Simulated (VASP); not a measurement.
# CdS (Imm2) in VASP: notebook

CdS is run at these levels: PBEsol; tasks: single point.

Program: VASP 6.6.1. These are calculated values, not measurements. Logs are shortened: lines on timing, memory, paths and dates and some standing lists are left out, and cuts for length are marked.

### 1 The cell of the first run

Symmetry: Imm2, No. 44, orthorhombic system. The conventional cell has a = 3.983 Å, b = 4.264 Å, c = 5.633 Å, α = 90.00°, β = 90.00°, γ = 90.00°. Within 3.3 Å of Cd (site symmetry mm2) lie 4 S at 2.50 Å. S (site symmetry mm2) has 4 Cd at 2.50 Å within 3.3 Å.

### 2 Single point, PBEsol

INCAR reads:

```
SYSTEM = CdS
PREC = Accurate ; ENCUT = 520
EDIFF = 1E-6 ; ISMEAR = 0
SIGMA = 0.02 ; LREAL = .False.
LASPH = .True. ; NELM = 80
ALGO = Normal ; ISIF = 2
LWAVE = .False. ; LCHARG = .True.
GGA = PS ; LELF = .True.
LVHAR = .True. ; ISYM = 0
NBANDS = 16
```

KPOINTS reads:

```
regular mesh
0
Gamma
  7 5 12
  0 0 0
```

POSCAR reads:

```
CdS
1.0
    3.9832742413     -0.0000000002     -0.0000912052
   -0.0000000002      5.6332004562     -0.0000213756
    1.9915880473     -2.8166083608      2.1318524917
Cd S
1 1
Direct
    0.0000050928      0.0084678571     -0.0000054703
    0.4999949072      0.7415321429      0.0000054703
```

Potentials or basis: VASP PAW PBE potentials, release 64 (Cd, S).

Launch:

```console
> cat potpaw_PBE.64/Cd/POTCAR potpaw_PBE.64/S/POTCAR > POTCAR
> mpirun -np 1 vasp_std > vasp.out
```

OUTCAR:

```text
SYSTEM = CdS
   PREC = Accurate
   ENCUT = 520
   EDIFF = 1E-6
   ISMEAR = 0
   LREAL = .False.
   LASPH = .True.
   NELM = 80
   ISIF = 2
   GGA = PS
   ISYM = 0

 ion  position               nearest neighbor table
   1  0.000  0.008  1.000-   2 2.50   2 2.50   2 2.50   2 2.50
   2  0.500  0.742  0.000-   1 2.50   1 2.50   1 2.50   1 2.50

IMPORTANT INFORMATION: All symmetrisations will be switched off!
NOSYMM: (Re-)initialisation of all symmetry stuff for point group C_1.

----------------------------------------------------------------------------------------

                                     Primitive cell

  volume of cell :      47.8365

  direct lattice vectors                    reciprocal lattice vectors
     3.983274241 -0.000000000 -0.000091205     0.251044379 -0.000000890 -0.234528183
    -0.000000000  5.633200456 -0.000021376     0.000005370  0.177519870  0.234534639
     1.991588047 -2.816608361  2.131852492     0.000010740  0.000001780  0.469067924

  length of vectors
     3.983274242  5.633200456  4.055181951     0.343550213  0.294142485  0.469067924

  position of ions in fractional coordinates (direct lattice)
     0.000005093  0.008467857  0.999994530
     0.499994907  0.741532143  0.000005470

  ion indices of the primitive-cell ions
   primitive index   ion index
                 1           1
                 2           2

----------------------------------------------------------------------------------------

 KPOINTS: regular mesh

Automatic generation of k-mesh.
 Grid dimensions read from file:
 generate k-points for:    7    5   12

 Generating k-lattice:

  Cartesian coordinates                     Fractional coordinates (reciprocal lattice)
     0.035863483 -0.000000127 -0.033504026     0.142857143  0.000000000 -0.000000000
     0.000001074  0.035503974  0.046906928    -0.000000000  0.200000000  0.000000000
     0.000000895  0.000000148  0.039088994    -0.000000000  0.000000000  0.083333333

  Length of vectors
     0.049078602  0.058828497  0.039088994

  Shift w.r.t. Gamma in fractional coordinates (k-lattice)
     0.000000000  0.000000000  0.000000000

 -----------------------------------------------------------------------------
|                                                                             |
|           W    W    AA    RRRRR   N    N  II  N    N   GGGG   !!!           |
|           W    W   A  A   R    R  NN   N  II  NN   N  G    G  !!!           |
|           W    W  A    A  R    R  N N  N  II  N N  N  G       !!!           |
|           W WW W  AAAAAA  RRRRR   N  N N  II  N  N N  G  GGG   !            |
|           WW  WW  A    A  R   R   N   NN  II  N   NN  G    G                |
|           W    W  A    A  R    R  N    N  II  N    N   GGGG   !!!           |
|                                                                             |
|     Your reciprocal lattice and k-lattice belong to different lattice       |
|     classes:                                                                |
|                                                                             |
|        The reciprocal lattice is base-centered monoclinic,                  |
|        whereas your k-lattice is triclinic.                                 |
|                                                                             |
|     Results are often still useful ...                                      |
|                                                                             |
 -----------------------------------------------------------------------------

 WARNING: IBZKPT: internal override: KBLOWUP is changed to .FALSE.
      ... skipping the blow-up phase ...

 Subroutine IBZKPT returns following result:
 ===========================================

 Found    211 irreducible k-points:

 Following reciprocal coordinates:
            Coordinates               Weight
  0.000000  0.000000  0.000000      1.000000
  0.142857  0.000000 -0.000000      2.000000
  0.285714  0.000000 -0.000000      2.000000
  0.428571  0.000000 -0.000000      2.000000
  0.000000  0.200000  0.000000      2.000000
  0.142857  0.200000  0.000000      2.000000
[... 16 lines left out ...]
 -0.428571  0.000000  0.083333      2.000000
 -0.285714 -0.000000  0.083333      2.000000
 [... further k-points ...]
   k-points           NKPTS =    211   k-points in BZ     NKDIM =    211   number of bands    NBANDS=     16
   number of dos      NEDOS =    301   number of ions     NIONS =      2
   total plane-waves  NPLWV =  37800
   dimension x,y,z NGX =    30 NGY =   42 NGZ =   30
   dimension x,y,z NGXF=    60 NGYF=   84 NGZF=   60
   ions per type =               1   1
   NGX,Y,Z   is equivalent  to a cutoff of  12.52, 12.39, 12.30 a.u.
   NGXF,Y,Z  is equivalent  to a cutoff of  25.04, 24.79, 24.60 a.u.
 SYSTEM =  CdS
   PREC   = accura    normal or accurate (medium, high low for compatibility)
   ISTART =      0    job   : 0-new  1-cont  2-samecut
   ICHARG =      2    charge: 1-file 2-atom 10-const
   ISPIN  =      1    spin polarized calculation?
   LNONCOLLINEAR =      F non collinear calculations
   LSORBIT =      F    spin-orbit coupling
   LASPH  =      T    aspherical Exc in radial PAW
   ENCUT  =  520.0 eV  38.22 Ry    6.18 a.u.   7.41 10.47  7.54*2*pi/ulx,y,z
   NELM   =     80;   NELMIN=  2; NELMDL= -5     # of ELM steps
   EDIFF  = 0.1E-05   stopping-criterion for ELM
   LREAL  =      F    real-space projection
   EDIFFG = 0.1E-04   stopping-criterion for IOM
   NSW    =      0    number of steps for IOM
   IBRION =     -1    ionic relax: 0-MD 1-quasi-New 2-CG
   NFREE  =      0    steps in history (QN), initial steepest desc. (CG)
   ISIF   =      2    stress and relaxation
   ISYM   =      0    0-nonsym 1-usesym 2-fastsym
   POTIM  = 0.5000    time-step for ionic-motion
   TEBEG  =    0.0;   TEEND  =   0.0 temperature during run
   PSTRESS=    0.0 pullay stress
   NELECT =      18.0000    total number of electrons
   NUPDOWN=      -1.0000    fix difference up-down
   EMIN   =  10.00;   EMAX   =-10.00  energy-range for DOS
   EFERMI =   0.00;   METHOD = LEGACY
   ISMEAR =     0;   SIGMA  =   0.02  broadening in eV -4-tet -1-fermi 0-gaus
   EFERMI_NEDOS =   21; number of points for ismear=-14 and -15
   IALGO  =     38    algorithm
   IMIX   =      4    mixing-type and parameters
     AMIX     =   0.40;   BMIX     =  1.00
     AMIX_MAG =   1.60;   BMIX_MAG =  1.00
  volume/ion in A,a.u.               =      23.92       161.41
  Fermi-wavevector in a.u.,A,eV,Ry     =   1.181896  2.233459 19.005667  1.396877
  Thomas-Fermi vector in A             =   2.318160
   LORBIT       =      0    0 simple, 1 ext, 2 COOP (PROOUT), +10 PAW based schemes
   GGA     = PS    functional components
   LHFCALC =     F    Hartree Fock is set to
   AEXX    =    0.0000 exact exchange contribution
   IVDW    =     0    specifies the selected vdW correction
   LEPSILON=     F    determine dielectric tensor
   LRPA    =     F    only Hartree local field effects (RPA)
 non-spin polarized calculation
 Gauss-broadening in eV      SIGMA  =   0.02
  energy-cutoff  :      520.00
  volume of cell :       47.84
 maximum number of plane-waves:      1303
 NGX is ok and might be reduce to    30
   NGX = 15   NGY = 21   NGZ = 15

 number of electron      18.0000001 magnetization

 Free energy of the ion-electron system (eV)
  ---------------------------------------------------
  ext. energy  EPLUGINS =         0.00000000
  ---------------------------------------------------
  free energy    TOTEN  =        -6.78007408 eV

  energy without entropy =       -6.78007408  energy(sigma->0) =       -6.78007408

 E-fermi :   1.7743     XC(G=0):  -9.5581

 val. band max:        1.6276477043   @ k =   0.0000   0.0000   0.0000
 cond. band min:       2.5680660618   @ k =   0.0000   0.0000   0.0000
 fundamental gap:      0.9404183575
 Fermi energy:         1.7742564921

 k-point     1 :       0.0000    0.0000    0.0000
  band No.  band energies     occupation
      1     -11.0700      2.00000
      2      -6.3642      2.00000
      3      -6.3234      2.00000
      4      -6.3084      2.00000
      5      -5.8107      2.00000
      6      -5.7979      2.00000
[... 8 lines left out ...]
     15      12.9134      0.00000
     16      13.2161      0.00000

 k-point     2 :       0.1429    0.0000   -0.0000
  band No.  band energies     occupation
      1     -10.9517      2.00000
      2      -6.3167      2.00000
      3      -6.2613      2.00000
      4      -6.2423      2.00000
      5      -5.8320      2.00000
      6      -5.7835      2.00000
[... 8 lines left out ...]
     15      13.1791      0.00000
     16      14.4422      0.00000

 k-point     3 :       0.2857    0.0000   -0.0000
  band No.  band energies     occupation
      1     -10.6841      2.00000
      2      -6.1714      2.00000
      3      -6.1134      2.00000
      4      -6.0849      2.00000
      5      -5.8052      2.00000
      6      -5.7422      2.00000
[... 8 lines left out ...]
     15      13.5055      0.00000
     16      16.6377      0.00000

 k-point     4 :       0.4286    0.0000   -0.0000
  band No.  band energies     occupation
      1     -10.4719      2.00000
      2      -6.1115      2.00000
      3      -6.0063      2.00000
      4      -5.9476      2.00000
      5      -5.7082      2.00000
      6      -5.4623      2.00000
[... 8 lines left out ...]
     15      13.8239      0.00000
     16      15.2763      0.00000

 k-point     5 :       0.0000    0.2000    0.0000
  band No.  band energies     occupation
      1     -10.9111      2.00000
      2      -6.2945      2.00000
      3      -6.2605      2.00000
      4      -6.1914      2.00000
      5      -5.8049      2.00000
      6      -5.8024      2.00000
[... 8 lines left out ...]
     15      12.2801      0.00000
     16      13.2504      0.00000

 k-point     6 :       0.1429    0.2000    0.0000
  band No.  band energies     occupation
      1     -10.9415      2.00000
      2      -6.3141      2.00000
      3      -6.2758      2.00000
      4      -6.2147      2.00000
      5      -5.8139      2.00000
      6      -5.7964      2.00000
[... 8 lines left out ...]
     15      12.3591      0.00000
     16      13.4952      0.00000

 k-point     7 :       0.2857    0.2000   -0.0000
  band No.  band energies     occupation
      1     -10.7879      2.00000
      2      -6.2707      2.00000
      3      -6.2205      2.00000
      4      -6.0335      2.00000
      5      -5.8171      2.00000
      6      -5.7716      2.00000
[... 8 lines left out ...]
     15      12.7471      0.00000
     16      13.2554      0.00000

 k-point     8 :       0.4286    0.2000   -0.0000
  band No.  band energies     occupation
      1     -10.5689      2.00000
      2      -6.1820      2.00000
      3      -6.0924      2.00000
      4      -5.9536      2.00000
      5      -5.7306      2.00000
      6      -5.5462      2.00000
[... 8 lines left out ...]
     15      14.2416      0.00000
     16      15.0021      0.00000

 k-point     9 :      -0.4286    0.2000    0.0000
  band No.  band energies     occupation
      1     -10.4501      2.00000
      2      -6.1268      2.00000
      3      -6.0019      2.00000
      4      -5.9289      2.00000
      5      -5.7334      2.00000
      6      -5.2297      2.00000
[... 8 lines left out ...]
     15      14.1101      0.00000
     16      15.3765      0.00000
[... 172 lines left out ...]
 k-point    19 :       0.0000    0.0000    0.0833
  band No.  band energies     occupation
      1     -10.9936      2.00000
      2      -6.3221      2.00000
      3      -6.2876      2.00000
      4      -6.2711      2.00000
      5      -5.8150      2.00000
      6      -5.7974      2.00000
[... 8 lines left out ...]
     15      12.5037      0.00000
     16      13.8131      0.00000

 k-point    20 :       0.1429    0.0000    0.0833
  band No.  band energies     occupation
      1     -11.0040      2.00000
      2      -6.3428      2.00000
      3      -6.2997      2.00000
      4      -6.2593      2.00000
      5      -5.8204      2.00000
      6      -5.7931      2.00000
[... 8 lines left out ...]
     15      12.5967      0.00000
     16      13.7596      0.00000

 k-point    21 :       0.2857   -0.0000    0.0833
  band No.  band energies     occupation
      1     -10.8104      2.00000
      2      -6.2740      2.00000
      3      -6.2049      2.00000
      4      -6.1067      2.00000
      5      -5.8365      2.00000
      6      -5.7628      2.00000
[... 8 lines left out ...]
     15      12.9618      0.00000
     16      15.2788      0.00000

 k-point    22 :       0.4286    0.0000    0.0833
  band No.  band energies     occupation
      1     -10.5598      2.00000
      2      -6.1401      2.00000
      3      -6.0786      2.00000
      4      -5.9969      2.00000
      5      -5.7266      2.00000
      6      -5.5967      2.00000
[... 8 lines left out ...]
     15      14.2119      0.00000
     16      16.4992      0.00000

 k-point    23 :      -0.4286    0.0000    0.0833
  band No.  band energies     occupation
      1     -10.4419      2.00000
      2      -6.1054      2.00000
      3      -6.0175      2.00000
      4      -5.9133      2.00000
      5      -5.7171      2.00000
      6      -5.3030      2.00000
[... 8 lines left out ...]
     15      14.6183      0.00000
     16      14.9246      0.00000

 k-point    24 :      -0.2857   -0.0000    0.0833
  band No.  band energies     occupation
      1     -10.5405      2.00000
      2      -6.1144      2.00000
      3      -6.0558      2.00000
      4      -5.9620      2.00000
      5      -5.7405      2.00000
      6      -5.5940      2.00000
[... 8 lines left out ...]
     15      13.7691      0.00000
     16      15.1424      0.00000

 [... further k-points ...]
[... 5 lines left out ...]
  --------------------------------------------------------------------------------------
  -------------------------------------------------------------------------------------
  Total        1.1495273      0.7933589      0.1392696      0.0000116     -0.0000695     -0.0000684
  in kB       38.5008393     26.5717760      4.6645246      0.0003882     -0.0023278     -0.0022910
  external PRESSURE =      23.2457133 kB  Pullay stress =       0.0000000 kB

 VOLUME and BASIS-vectors are now :
 -----------------------------------------------------------------------------
  energy-cutoff  :      520.00
  volume of cell :       47.84
      direct lattice vectors                 reciprocal lattice vectors
     3.983274241 -0.000000000 -0.000091205     0.251044379 -0.000000890 -0.234528183
    -0.000000000  5.633200456 -0.000021376     0.000005370  0.177519870  0.234534639
     1.991588047 -2.816608361  2.131852492     0.000010740  0.000001780  0.469067924

 POSITION                                       TOTAL-FORCE (eV/Angst)
 -----------------------------------------------------------------------------------
      1.99160     -2.76889      2.13184        -0.000005      0.006167     -0.000114
      1.99163      4.17718     -0.00005         0.000005     -0.006167      0.000114
 -----------------------------------------------------------------------------------
    total drift:                               -0.000001      0.000659     -0.000172

  FREE ENERGIE OF THE ION-ELECTRON SYSTEM (eV)
  ---------------------------------------------------
  free  energy   TOTEN  =        -6.7800740751 eV

  energy  without entropy=       -6.7800740751  energy(sigma->0) =       -6.78007408
```

It took 77 s on 1 thread of Intel Xeon 6975P-C (Granite Rapids), shared host; peak memory 0.3 GiB.

Results:

```yaml
Free_energy: -6.7801 eV
Pressure: 2.3 GPa
Largest_force: 0.006 eV/Å
Band_gap_on_the_k_mesh: 0.94 eV, direct
```

Forces in eV/Å, atoms in the order of the input:
```
Cd   0.000  0.006  0.000
S    0.000 -0.006  0.000
```

Stress tensor (GPa, compression positive):
```
3.85 0.00 0.00
0.00 2.66 0.00
0.00 0.00 0.47
```

Levels at points of the mesh, in eV from the valence-band top:
| k point | band 7 | band 8 | band 9 | band 10 | band 11 | band 12 |
| --- | --- | --- | --- | --- | --- | --- |
| (0.00, 0.00, 0.00) | -0.27 | -0.06 | 0.00 | 0.94 | 5.97 | 6.41 |
| (0.00, 0.00, 0.50) | -4.13 | -2.52 | -1.91 | 2.85 | 4.28 | 9.38 |

Caveat: the PAW data sets were made with another functional, which shifts forces and pressure a little.

### 3 Single point, PBEsol

This run uses another cell than the first one, of 24.05 Å³/atom, 1.005 times its volume.

INCAR reads:

```
PREC     = Accurate       # precision mode
ENCUT    = 520            # plane-wave cutoff, eV
EDIFF    = 1E-7           # SCF threshold, eV
ISMEAR   = 0              # smearing method
SIGMA    = 0.02           # smearing width, eV
LREAL    = False          # projectors in reciprocal space
LASPH    = True           # aspherical terms in the spheres
NELM     = 80             # most SCF steps
ALGO     = Normal         # electronic algorithm
ISIF     = 2              # what is computed and relaxed
LWAVE    = False          # write WAVECAR
LCHARG   = False          # write CHGCAR
GGA      = PS             # functional
NBANDS   = 16             # bands
ISYM     = 0
```

KPOINTS reads:

```
Automatic mesh
0
Gamma
  7 5 12
```

POSCAR reads:

```
CdS
1.0
    3.9832742423      0.0000000000      0.0000000000
    0.0000000000      5.6332004562      0.0000000000
    1.9916371212     -2.8166002281      2.1432257994
Cd S
1 1
Direct
    0.0000000000      0.0000000000      0.0000000000
    0.5000000000      0.7500000000      0.0000000000
```

Potentials or basis: VASP PAW PBE potentials, release 64 (Cd, S).

Launch:

```console
> cat potpaw_PBE.64/Cd/POTCAR potpaw_PBE.64/S/POTCAR > POTCAR
> mpirun -np 1 vasp_std > vasp.out
```

Wall time 85 s (1 thread of Intel Xeon 6975P-C (Granite Rapids), shared host); peak memory 0.3 GiB.

It converged, with:

* Free energy: -6.7517 eV
* Pressure: 2.6 GPa
* Largest force: 0.563 eV/Å
* Band gap on the k mesh: 0.98 eV, direct

Forces on the atoms (eV/Å):
```
Cd   0.000  0.563  0.000
S    0.000 -0.563  0.000
```

Stress tensor (GPa, compression positive):
```
 6.89  0.00  0.00
 0.00  2.94  0.00
 0.00  0.00 -1.96
```

Levels at points of the mesh, in eV from the valence-band top:
| k point | band 7 | band 8 | band 9 | band 10 | band 11 | band 12 |
| --- | --- | --- | --- | --- | --- | --- |
| (0.00, 0.00, 0.00) | -0.21 | -0.06 | 0.00 | 0.98 | 5.90 | 6.42 |
| (0.00, 0.00, 0.50) | -4.07 | -2.50 | -1.88 | 2.99 | 4.20 | 9.39 |

Caveat: the PAW data sets were made with another functional, which shifts forces and pressure a little.
